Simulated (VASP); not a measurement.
# Cs (Pm-3m) in VASP: a series of runs

Cs is run at these levels: LDA; tasks: single point, relaxation of cell and atoms.

Program: VASP 6.6.1. These are calculated values, not measurements. Logs are shortened: lines on timing, memory, paths and dates and some standing lists are left out, and cuts for length are marked.

### 1 The cell of the first run

Symmetry: Pm-3m, No. 221, cubic system. Conventional cell: a = 4.655 Å, b = 4.655 Å, c = 4.655 Å, α = 90.00°, β = 90.00°, γ = 90.00°.

This isn't the form of Cs at room conditions, which is bcc.

### 2 Single point, LDA

Contents of INCAR:

```
ALGO = Normal
EDIFF = 1E-6
ENCUT = 500
GGA_COMPAT = False
ISIF = 2
ISMEAR = -1
LASPH = True
LCHARG = True
LELF = True
LREAL = False
LVHAR = True
LWAVE = False
NBANDS = 10
NELM = 120
PREC = Accurate
SIGMA = 0.1
```

Contents of KPOINTS:

```
k-points
0
Gamma
  8 8 8
```

Contents of POSCAR:

```
Cs
1.0
    4.6554695265      0.0000000000      0.0000000000
    0.0000000000      4.6554695265      0.0000000000
    0.0000000000      0.0000000000      4.6554695265
Cs
1
Direct
    0.0000000000      0.0000000000      0.0000000000
```

Potentials or basis: VASP PAW LDA potentials, release 64 (Cs_sv).

The run is started by

```bash
$ cat potpaw_LDA.64/Cs_sv/POTCAR > POTCAR
$ mpirun -np 1 vasp_std > vasp.out
```

OUTCAR:

```text
EDIFF = 1E-6
   ENCUT = 500
   ISIF = 2
   ISMEAR = -1
   LASPH = True
   LREAL = False
   NELM = 120
   PREC = Accurate

 ion  position               nearest neighbor table
   1  0.000  0.000  0.000-

  LATTYP: Found a simple cubic cell.
 ALAT       =     4.6554695265

  Lattice vectors:

 A1 = (   4.6554695265,   0.0000000000,   0.0000000000)
 A2 = (   0.0000000000,   4.6554695265,   0.0000000000)
 A3 = (   0.0000000000,   0.0000000000,   4.6554695265)

Analysis of symmetry for initial positions (statically):
=====================================================================
 Subroutine PRICEL returns:
 Original cell was already a primitive cell.

 Routine SETGRP: Setting up the symmetry group for a
 simple cubic supercell.

 Subroutine GETGRP returns: Found 48 space group operations
 (whereof 48 operations were pure point group operations)
 out of a pool of 48 trial point group operations.

The static configuration has the point symmetry O_h .

Analysis of symmetry for dynamics (positions and initial velocities):
=====================================================================
 Subroutine PRICEL returns:
 Original cell was already a primitive cell.

 Routine SETGRP: Setting up the symmetry group for a
 simple cubic supercell.

 Subroutine GETGRP returns: Found 48 space group operations
 (whereof 48 operations were pure point group operations)
 out of a pool of 48 trial point group operations.

The dynamic configuration has the point symmetry O_h .

 Subroutine INISYM returns: Found 48 space group operations
 (whereof 48 operations are pure point group operations),
 and found     1 'primitive' translations

----------------------------------------------------------------------------------------

                                     Primitive cell

  volume of cell :     100.8998

  direct lattice vectors                    reciprocal lattice vectors
     4.655469527  0.000000000  0.000000000     0.214801105  0.000000000  0.000000000
     0.000000000  4.655469527  0.000000000     0.000000000  0.214801105  0.000000000
     0.000000000  0.000000000  4.655469527     0.000000000  0.000000000  0.214801105

  length of vectors
     4.655469527  4.655469527  4.655469527     0.214801105  0.214801105  0.214801105

  position of ions in fractional coordinates (direct lattice)
     0.000000000  0.000000000  0.000000000

  ion indices of the primitive-cell ions
   primitive index   ion index
                 1           1

----------------------------------------------------------------------------------------

 KPOINTS: k-points

Automatic generation of k-mesh.
 Grid dimensions read from file:
 generate k-points for:    8    8    8

 Generating k-lattice:

  Cartesian coordinates                     Fractional coordinates (reciprocal lattice)
     0.026850138  0.000000000  0.000000000     0.125000000  0.000000000  0.000000000
     0.000000000  0.026850138  0.000000000     0.000000000  0.125000000  0.000000000
     0.000000000  0.000000000  0.026850138     0.000000000  0.000000000  0.125000000

  Length of vectors
     0.026850138  0.026850138  0.026850138

  Shift w.r.t. Gamma in fractional coordinates (k-lattice)
     0.000000000  0.000000000  0.000000000

 Subroutine IBZKPT returns following result:
 ===========================================

 Found     35 irreducible k-points:

 Following reciprocal coordinates:
            Coordinates               Weight
  0.000000  0.000000  0.000000      1.000000
  0.125000  0.000000  0.000000      6.000000
  0.250000  0.000000  0.000000      6.000000
  0.375000  0.000000  0.000000      6.000000
  0.500000  0.000000  0.000000      3.000000
  0.125000  0.125000  0.000000     12.000000
[... 16 lines left out ...]
  0.375000  0.375000  0.125000     24.000000
  0.500000  0.375000  0.125000     24.000000
 [... further k-points ...]
   k-points           NKPTS =     35   k-points in BZ     NKDIM =     35   number of bands    NBANDS=     10
   number of dos      NEDOS =    301   number of ions     NIONS =      1
   total plane-waves  NPLWV =  46656
   dimension x,y,z NGX =    36 NGY =   36 NGZ =   36
   dimension x,y,z NGXF=    72 NGYF=   72 NGZF=   72
   ions per type =               1
   NGX,Y,Z   is equivalent  to a cutoff of  12.86, 12.86, 12.86 a.u.
   NGXF,Y,Z  is equivalent  to a cutoff of  25.71, 25.71, 25.71 a.u.
 SYSTEM =  unknown system
   PREC   = accura    normal or accurate (medium, high low for compatibility)
   ISTART =      0    job   : 0-new  1-cont  2-samecut
   ICHARG =      2    charge: 1-file 2-atom 10-const
   ISPIN  =      1    spin polarized calculation?
   LNONCOLLINEAR =      F non collinear calculations
   LSORBIT =      F    spin-orbit coupling
   LASPH  =      T    aspherical Exc in radial PAW
   ENCUT  =  500.0 eV  36.75 Ry    6.06 a.u.   8.49  8.49  8.49*2*pi/ulx,y,z
   NELM   =    120;   NELMIN=  2; NELMDL= -5     # of ELM steps
   EDIFF  = 0.1E-05   stopping-criterion for ELM
   LREAL  =      F    real-space projection
   EDIFFG = 0.1E-04   stopping-criterion for IOM
   NSW    =      0    number of steps for IOM
   IBRION =     -1    ionic relax: 0-MD 1-quasi-New 2-CG
   NFREE  =      0    steps in history (QN), initial steepest desc. (CG)
   ISIF   =      2    stress and relaxation
   ISYM   =      2    0-nonsym 1-usesym 2-fastsym
   POTIM  = 0.5000    time-step for ionic-motion
   TEBEG  =    0.0;   TEEND  =   0.0 temperature during run
   PSTRESS=    0.0 pullay stress
   NELECT =       9.0000    total number of electrons
   NUPDOWN=      -1.0000    fix difference up-down
   EMIN   =  10.00;   EMAX   =-10.00  energy-range for DOS
   EFERMI =   0.00;   METHOD = LEGACY
   ISMEAR =    -1;   SIGMA  =   0.10  broadening in eV -4-tet -1-fermi 0-gaus
   EFERMI_NEDOS =   21; number of points for ismear=-14 and -15
   IALGO  =     38    algorithm
   IMIX   =      4    mixing-type and parameters
     AMIX     =   0.40;   BMIX     =  1.00
     AMIX_MAG =   1.60;   BMIX_MAG =  1.00
  volume/ion in A,a.u.               =     100.90       680.91
  Fermi-wavevector in a.u.,A,eV,Ry     =   0.731463  1.382264  7.279629  0.535038
  Thomas-Fermi vector in A             =   1.823686
   LORBIT       =      0    0 simple, 1 ext, 2 COOP (PROOUT), +10 PAW based schemes
   GGA     = CA    functional components
   LHFCALC =     F    Hartree Fock is set to
   AEXX    =    0.0000 exact exchange contribution
   IVDW    =     0    specifies the selected vdW correction
   LEPSILON=     F    determine dielectric tensor
   LRPA    =     F    only Hartree local field effects (RPA)
 non-spin polarized calculation
  energy-cutoff  :      500.00
  volume of cell :      100.90
 maximum number of plane-waves:      2578
 NGX is ok and might be reduce to    36
   NGX = 17   NGY = 17   NGZ = 17

 number of electron       9.0000000 magnetization

 Free energy of the ion-electron system (eV)
  ---------------------------------------------------
  ext. energy  EPLUGINS =         0.00000000
  ---------------------------------------------------
  free energy    TOTEN  =        -0.90914921 eV

  energy without entropy =       -0.86653174  energy(sigma->0) =       -0.88784048

 E-fermi :   0.6649     XC(G=0):  -5.8753

 val. band max:        0.6097761264   @ k =   0.3750   0.2500   0.1250
 cond. band min:       0.7814418338   @ k =   0.5000   0.1250   0.1250
 fundamental gap:      0.1716657074
 Fermi energy:         0.6648628372

 k-point     1 :       0.0000    0.0000    0.0000
  band No.  band energies     occupation
      1     -23.2703      2.00000
      2      -9.9339      2.00000
      3      -9.9339      2.00000
      4      -9.9339      2.00000
      5      -1.1556      2.00000
      6       1.8513      0.00001
      7       1.8513      0.00001
      8       5.4159      0.00000
      9       5.4159      0.00000
     10       5.4159      0.00000

 k-point     2 :       0.1250    0.0000    0.0000
  band No.  band energies     occupation
      1     -23.2678      2.00000
      2      -9.9850      2.00000
      3      -9.9296      2.00000
      4      -9.9296      2.00000
      5      -0.9991      2.00000
      6       1.9095      0.00001
      7       1.9416      0.00001
      8       4.9047      0.00000
      9       4.9047      0.00000
     10       5.4447      0.00000

 k-point     3 :       0.2500    0.0000    0.0000
  band No.  band energies     occupation
      1     -23.2616      2.00000
      2     -10.1042      2.00000
      3      -9.9190      2.00000
      4      -9.9190      2.00000
      5      -0.5770      1.99999
      6       2.0117      0.00000
      7       2.0636      0.00000
      8       4.2584      0.00000
      9       4.2584      0.00000
     10       5.2217      0.00000

 k-point     4 :       0.3750    0.0000    0.0000
  band No.  band energies     occupation
      1     -23.2555      2.00000
      2     -10.2179      2.00000
      3      -9.9084      2.00000
      4      -9.9084      2.00000
      5      -0.0042      1.99752
      6       1.6772      0.00008
      7       2.2434      0.00000
      8       3.8267      0.00000
      9       3.8267      0.00000
     10       5.6138      0.00000
[... 222 lines left out ...]
 k-point    22 :       0.5000    0.2500    0.1250
  band No.  band energies     occupation
      1     -23.2420      2.00000
      2     -10.2339      2.00000
      3     -10.0600      2.00000
      4      -9.9369      2.00000
      5       1.0996      0.02556
      6       1.2588      0.00525
      7       2.8127      0.00000
      8       2.9035      0.00000
      9       4.2086      0.00000
     10       4.2387      0.00000

 k-point    23 :       0.3750    0.3750    0.1250
  band No.  band energies     occupation
      1     -23.2385      2.00000
      2     -10.1765      2.00000
      3     -10.1713      2.00000
      4      -9.9306      2.00000
      5       0.8744      0.21903
      6       1.7667      0.00003
      7       2.7182      0.00000
      8       3.0866      0.00000
      9       4.0385      0.00000
     10       4.2407      0.00000

 k-point    24 :       0.5000    0.3750    0.1250
  band No.  band energies     occupation
      1     -23.2360      2.00000
      2     -10.2175      2.00000
      3     -10.1674      2.00000
      4      -9.9261      2.00000
      5       0.9464      0.11300
      6       1.8125      0.00002
      7       2.7180      0.00000
      8       2.9594      0.00000
      9       4.2079      0.00000
     10       4.3812      0.00000

 [... further k-points ...]

------------------------ aborting loop because EDIFF is reached ----------------------------------------

  FORCE on cell =-STRESS in cart. coord.  units (eV):
  Direction    XX          YY          ZZ          XY          YZ          ZX
  --------------------------------------------------------------------------------------
  -------------------------------------------------------------------------------------
  Total        0.0469351      0.0469351      0.0469351      0.0000000      0.0000000      0.0000000
  in kB        0.7452771      0.7452771      0.7452771      0.0000000      0.0000000      0.0000000
  external PRESSURE =       0.7452771 kB  Pullay stress =       0.0000000 kB

 VOLUME and BASIS-vectors are now :
 -----------------------------------------------------------------------------
  energy-cutoff  :      500.00
  volume of cell :      100.90
      direct lattice vectors                 reciprocal lattice vectors
     4.655469527  0.000000000  0.000000000     0.214801105  0.000000000  0.000000000
     0.000000000  4.655469527  0.000000000     0.000000000  0.214801105  0.000000000
     0.000000000  0.000000000  4.655469527     0.000000000  0.000000000  0.214801105

 POSITION                                       TOTAL-FORCE (eV/Angst)
 -----------------------------------------------------------------------------------
      0.00000      0.00000      0.00000         0.000000      0.000000      0.000000
 -----------------------------------------------------------------------------------
    total drift:                                0.000000      0.000000     -0.000000

  FREE ENERGIE OF THE ION-ELECTRON SYSTEM (eV)
  ---------------------------------------------------
  free  energy   TOTEN  =        -0.9091492145 eV

  energy  without entropy=       -0.8665317413  energy(sigma->0) =       -0.88784048
```

It took 30 s on 1 thread of Intel Xeon 8259CL, shared host; peak memory 0.18 GiB.

What came out:

- Free energy: -0.9091 eV
- Pressure: 0.1 GPa
- Band gap on the k mesh: zero (an odd number of electrons rules out a gap without spin polarisation)

Caveat: spin-orbit coupling is left out, which moves the levels of the heavy elements.

(Continued in part 2 of 2.)
